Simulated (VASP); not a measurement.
# InGa2O (P4/mmm) in VASP: single point with PBE

Aim: the single point of InGa2O with PBE.

Everything below comes from runs of VASP 6.6.1. Logs are shortened: lines on timing, memory, paths and dates and some standing lists are left out, and cuts for length are marked.

## (1) The cell of the first run

The structure is tetragonal, space group P4/mmm (No. 123). Conventional cell: a = 4.251 Å, b = 4.251 Å, c = 4.010 Å, α = 90.00°, β = 90.00°, γ = 90.00°. In (site symmetry 4/mmm) has 8 Ga at 2.92 Å and 4 O at 3.01 Å within 3.8 Å. Ga (site symmetry mmm) has 4 In at 2.92 Å and 4 O at 2.92 Å and 4 Ga at 3.01 Å within 3.8 Å. Within 3.8 Å of O (site symmetry 4/mmm) lie 8 Ga at 2.92 Å and 4 In at 3.01 Å.

## (2) Single point, PBE

File INCAR:

```
PREC = Accurate
ENCUT = 520
EDIFF = 1E-7
ISMEAR = 0
SIGMA = 0.1
LREAL = False
LASPH = True
NELM = 80
ALGO = Normal
ISIF = 2
LWAVE = False
LCHARG = True
GGA = PE
LELF = True
LVHAR = True
NBANDS = 30
```

File KPOINTS:

```
Automatic mesh
0
Gamma
  4 4 4
```

File POSCAR:

```
InGa2O
1.0
    4.2507459100      0.0000000000      0.0000000000
    0.0000000000      4.2507459100      0.0000000000
    0.0000000000      0.0000000000      4.0102326100
In Ga O
1 2 1
Direct
    0.5000000000      0.5000000000      0.0000000000
    0.5000000000      0.0000000000      0.5000000000
    0.0000000000      0.5000000000      0.5000000000
    0.0000000000      0.0000000000      0.0000000000
```

Potentials or basis: VASP PAW PBE potentials, release 64 (In_d, Ga_d, O).

Command:

```bash
cat potpaw_PBE.64/In_d/POTCAR potpaw_PBE.64/Ga_d/POTCAR potpaw_PBE.64/O/POTCAR > POTCAR
mpirun -np 1 vasp_std > vasp.out
```

OUTCAR:

```text
PREC = Accurate
   ENCUT = 520
   EDIFF = 1E-7
   ISMEAR = 0
   LREAL = False
   LASPH = True
   NELM = 80
   ISIF = 2
   GGA = PE

 ion  position               nearest neighbor table
   1  0.500  0.500  0.000-   2 2.92   3 2.92   2 2.92   3 2.92   2 2.92   2 2.92   3 2.92   3 2.92

   2  0.500  0.000  0.500-   1 2.92   1 2.92   1 2.92   1 2.92
   3  0.000  0.500  0.500-   1 2.92   1 2.92   1 2.92   1 2.92
   4  0.000  0.000  0.000-

  LATTYP: Found a simple tetragonal cell.
 ALAT       =     4.2507459100
 C/A-ratio  =     0.9434185658

  Lattice vectors:

 A1 = (   4.2507459100,   0.0000000000,   0.0000000000)
 A2 = (   0.0000000000,   4.2507459100,   0.0000000000)
 A3 = (   0.0000000000,   0.0000000000,   4.0102326100)

Analysis of symmetry for initial positions (statically):
=====================================================================
 Subroutine PRICEL returns:
 Original cell was already a primitive cell.

 Routine SETGRP: Setting up the symmetry group for a
 simple tetragonal supercell.

 Subroutine GETGRP returns: Found 16 space group operations
 (whereof 16 operations were pure point group operations)
 out of a pool of 16 trial point group operations.

The static configuration has the point symmetry D_4h.

Analysis of symmetry for dynamics (positions and initial velocities):
=====================================================================
 Subroutine PRICEL returns:
 Original cell was already a primitive cell.

 Routine SETGRP: Setting up the symmetry group for a
 simple tetragonal supercell.

 Subroutine GETGRP returns: Found 16 space group operations
 (whereof 16 operations were pure point group operations)
 out of a pool of 16 trial point group operations.

The dynamic configuration has the point symmetry D_4h.

 Subroutine INISYM returns: Found 16 space group operations
 (whereof 16 operations are pure point group operations),
 and found     1 'primitive' translations

----------------------------------------------------------------------------------------

                                     Primitive cell

  volume of cell :      72.4603

  direct lattice vectors                    reciprocal lattice vectors
     4.250745910  0.000000000  0.000000000     0.235252829  0.000000000  0.000000000
     0.000000000  4.250745910  0.000000000     0.000000000  0.235252829  0.000000000
     0.000000000  0.000000000  4.010232610     0.000000000  0.000000000  0.249362094

  length of vectors
     4.250745910  4.250745910  4.010232610     0.235252829  0.235252829  0.249362094

  position of ions in fractional coordinates (direct lattice)
     0.500000000  0.500000000  0.000000000
     0.500000000  0.000000000  0.500000000
     0.000000000  0.500000000  0.500000000
     0.000000000  0.000000000  0.000000000

  ion indices of the primitive-cell ions
   primitive index   ion index
                 1           1
                 2           2
                 3           3
                 4           4

----------------------------------------------------------------------------------------

 KPOINTS: Automatic mesh

Automatic generation of k-mesh.
 Grid dimensions read from file:
 generate k-points for:    4    4    4

 Generating k-lattice:

  Cartesian coordinates                     Fractional coordinates (reciprocal lattice)
     0.058813207  0.000000000  0.000000000     0.250000000  0.000000000  0.000000000
     0.000000000  0.058813207  0.000000000     0.000000000  0.250000000  0.000000000
     0.000000000  0.000000000  0.062340523     0.000000000  0.000000000  0.250000000

  Length of vectors
     0.058813207  0.058813207  0.062340523

  Shift w.r.t. Gamma in fractional coordinates (k-lattice)
     0.000000000  0.000000000  0.000000000

 Subroutine IBZKPT returns following result:
 ===========================================

 Found     18 irreducible k-points:

 Following reciprocal coordinates:
            Coordinates               Weight
  0.000000  0.000000  0.000000      1.000000
  0.250000  0.000000  0.000000      4.000000
  0.500000  0.000000  0.000000      2.000000
  0.250000  0.250000  0.000000      4.000000
  0.500000  0.250000  0.000000      4.000000
  0.500000  0.500000  0.000000      1.000000
[... 10 lines left out ...]
  0.500000  0.250000  0.500000      4.000000
  0.500000  0.500000  0.500000      1.000000
   k-points           NKPTS =     18   k-points in BZ     NKDIM =     18   number of bands    NBANDS=     30
   number of dos      NEDOS =    301   number of ions     NIONS =      4
   total plane-waves  NPLWV =  30720
   dimension x,y,z NGX =    32 NGY =   32 NGZ =   30
   dimension x,y,z NGXF=    64 NGYF=   64 NGZF=   60
   ions per type =               1   2   1
   NGX,Y,Z   is equivalent  to a cutoff of  12.52, 12.52, 12.44 a.u.
   NGXF,Y,Z  is equivalent  to a cutoff of  25.03, 25.03, 24.87 a.u.
 SYSTEM =  unknown system
   PREC   = accura    normal or accurate (medium, high low for compatibility)
   ISTART =      0    job   : 0-new  1-cont  2-samecut
   ICHARG =      2    charge: 1-file 2-atom 10-const
   ISPIN  =      1    spin polarized calculation?
   LNONCOLLINEAR =      F non collinear calculations
   LSORBIT =      F    spin-orbit coupling
   LASPH  =      T    aspherical Exc in radial PAW
   ENCUT  =  520.0 eV  38.22 Ry    6.18 a.u.   7.90  7.90  7.46*2*pi/ulx,y,z
   NELM   =     80;   NELMIN=  2; NELMDL= -5     # of ELM steps
   EDIFF  = 0.1E-06   stopping-criterion for ELM
   LREAL  =      F    real-space projection
   EDIFFG = 0.1E-05   stopping-criterion for IOM
   NSW    =      0    number of steps for IOM
   IBRION =     -1    ionic relax: 0-MD 1-quasi-New 2-CG
   NFREE  =      0    steps in history (QN), initial steepest desc. (CG)
   ISIF   =      2    stress and relaxation
   ISYM   =      2    0-nonsym 1-usesym 2-fastsym
   POTIM  = 0.5000    time-step for ionic-motion
   TEBEG  =    0.0;   TEEND  =   0.0 temperature during run
   PSTRESS=    0.0 pullay stress
   NELECT =      45.0000    total number of electrons
   NUPDOWN=      -1.0000    fix difference up-down
   EMIN   =  10.00;   EMAX   =-10.00  energy-range for DOS
   EFERMI =   0.00;   METHOD = LEGACY
   ISMEAR =     0;   SIGMA  =   0.10  broadening in eV -4-tet -1-fermi 0-gaus
   EFERMI_NEDOS =   21; number of points for ismear=-14 and -15
   IALGO  =     38    algorithm
   IMIX   =      4    mixing-type and parameters
     AMIX     =   0.40;   BMIX     =  1.00
     AMIX_MAG =   1.60;   BMIX_MAG =  1.00
  volume/ion in A,a.u.               =      18.12       122.25
  Fermi-wavevector in a.u.,A,eV,Ry     =   1.396730  2.639437 26.542980  1.950854
  Thomas-Fermi vector in A             =   2.520055
   LORBIT       =      0    0 simple, 1 ext, 2 COOP (PROOUT), +10 PAW based schemes
   GGA     = PE    functional components
   LHFCALC =     F    Hartree Fock is set to
   AEXX    =    0.0000 exact exchange contribution
   IVDW    =     0    specifies the selected vdW correction
   LEPSILON=     F    determine dielectric tensor
   LRPA    =     F    only Hartree local field effects (RPA)
 non-spin polarized calculation
 Gauss-broadening in eV      SIGMA  =   0.10
  energy-cutoff  :      520.00
  volume of cell :       72.46
 maximum number of plane-waves:      1972
 NGX is ok and might be reduce to    32
   NGX = 15   NGY = 15   NGZ = 15

 number of electron      44.9999993 magnetization

 Free energy of the ion-electron system (eV)
  ---------------------------------------------------
  ext. energy  EPLUGINS =         0.00000000
  ---------------------------------------------------
  free energy    TOTEN  =       -13.18771111 eV

  energy without entropy =      -13.18244409  energy(sigma->0) =      -13.18507760

 E-fermi :   5.8443     XC(G=0): -10.7127

 val. band max:        5.7468620328   @ k =   0.5000   0.2500   0.2500
 cond. band min:       5.9214078454   @ k =   0.2500   0.0000   0.0000
 fundamental gap:      0.1745458125
 Fermi energy:         5.8443371384

 k-point     1 :       0.0000    0.0000    0.0000
  band No.  band energies     occupation
      1     -10.8987      2.00000
      2      -9.5441      2.00000
      3      -9.5441      2.00000
      4      -9.5094      2.00000
      5      -9.5073      2.00000
      6      -9.4243      2.00000
[... 22 lines left out ...]
     29      11.9739      0.00000
     30      15.1326      0.00000

 k-point     2 :       0.2500    0.0000    0.0000
  band No.  band energies     occupation
      1     -10.8446      2.00000
      2      -9.5341      2.00000
      3      -9.4733      2.00000
      4      -9.4657      2.00000
      5      -9.4621      2.00000
      6      -9.4062      2.00000
[... 22 lines left out ...]
     29      12.9124      0.00000
     30      13.7844      0.00000

 k-point     3 :       0.5000    0.0000    0.0000
  band No.  band energies     occupation
      1     -10.7885      2.00000
      2      -9.5234      2.00000
      3      -9.4194      2.00000
      4      -9.3808      2.00000
      5      -9.3565      2.00000
      6      -9.3545      2.00000
[... 22 lines left out ...]
     29      11.4624      0.00000
     30      14.2495      0.00000

 k-point     4 :       0.2500    0.2500    0.0000
  band No.  band energies     occupation
      1     -10.8153      2.00000
      2      -9.4855      2.00000
      3      -9.4606      2.00000
      4      -9.4415      2.00000
      5      -9.4074      2.00000
      6      -9.3776      2.00000
[... 22 lines left out ...]
     29      12.9163      0.00000
     30      12.9975      0.00000

 k-point     5 :       0.5000    0.2500    0.0000
  band No.  band energies     occupation
      1     -10.7859      2.00000
      2      -9.4637      2.00000
      3      -9.4194      2.00000
      4      -9.4043      2.00000
      5      -9.3559      2.00000
      6      -9.3517      2.00000
[... 22 lines left out ...]
     29      11.8281      0.00000
     30      13.2607      0.00000
[... 328 lines left out ...]
     29      11.1207      0.00000
     30      16.0055      0.00000

 k-point    16 :       0.2500    0.2500    0.5000
  band No.  band energies     occupation
      1     -10.7662      2.00000
      2      -9.4554      2.00000
      3      -9.4131      2.00000
      4      -9.4045      2.00000
      5      -9.3898      2.00000
      6      -9.3441      2.00000
[... 22 lines left out ...]
     29      13.5709      0.00000
     30      14.1325      0.00000

 k-point    17 :       0.5000    0.2500    0.5000
  band No.  band energies     occupation
      1     -10.7741      2.00000
      2      -9.4390      2.00000
      3      -9.4229      2.00000
      4      -9.4215      2.00000
      5      -9.3902      2.00000
      6      -9.3897      2.00000
[... 22 lines left out ...]
     29      14.5645      0.00000
     30      15.0964      0.00000

 k-point    18 :       0.5000    0.5000    0.5000
  band No.  band energies     occupation
      1     -10.8061      2.00000
      2      -9.4579      2.00000
      3      -9.4535      2.00000
      4      -9.4535      2.00000
      5      -9.4051      2.00000
      6      -9.3943      2.00000
[... 22 lines left out ...]
     29      16.0496      0.00000
     30      17.8958      0.00000

------------------------ aborting loop because EDIFF is reached ----------------------------------------

  FORCE on cell =-STRESS in cart. coord.  units (eV):
  Direction    XX          YY          ZZ          XY          YZ          ZX
  --------------------------------------------------------------------------------------
  -------------------------------------------------------------------------------------
  Total       -0.1771686     -0.1771686      1.4087129      0.0000000      0.0000000      0.0000000
  in kB       -3.9173967     -3.9173967     31.1482187      0.0000000      0.0000000      0.0000000
  external PRESSURE =       7.7711418 kB  Pullay stress =       0.0000000 kB

 VOLUME and BASIS-vectors are now :
 -----------------------------------------------------------------------------
  energy-cutoff  :      520.00
  volume of cell :       72.46
      direct lattice vectors                 reciprocal lattice vectors
     4.250745910  0.000000000  0.000000000     0.235252829  0.000000000  0.000000000
     0.000000000  4.250745910  0.000000000     0.000000000  0.235252829  0.000000000
     0.000000000  0.000000000  4.010232610     0.000000000  0.000000000  0.249362094

 POSITION                                       TOTAL-FORCE (eV/Angst)
 -----------------------------------------------------------------------------------
      2.12537      2.12537      0.00000         0.000000      0.000000      0.000000
      2.12537      0.00000      2.00512         0.000000      0.000000      0.000000
      0.00000      2.12537      2.00512         0.000000      0.000000      0.000000
      0.00000      0.00000      0.00000         0.000000      0.000000      0.000000
 -----------------------------------------------------------------------------------
    total drift:                                0.000000     -0.000000     -0.000000

  FREE ENERGIE OF THE ION-ELECTRON SYSTEM (eV)
  ---------------------------------------------------
  free  energy   TOTEN  =       -13.1877111125 eV

  energy  without entropy=      -13.1824440939  energy(sigma->0) =      -13.18507760
```

It took 21 s on 1 thread of Intel Xeon 6975P-C, shared host; peak memory 0.2 GiB.

Results:

```
Free energy : -13.1877 eV
Pressure    : 0.8 GPa
```

Caveat: the k points lie up to 0.39 Å⁻¹ apart; spin-orbit coupling is left out, which moves the levels of the heavy elements; an odd number of electrons without spin polarisation forces a metal; a magnetic or distorted state may lie lower.
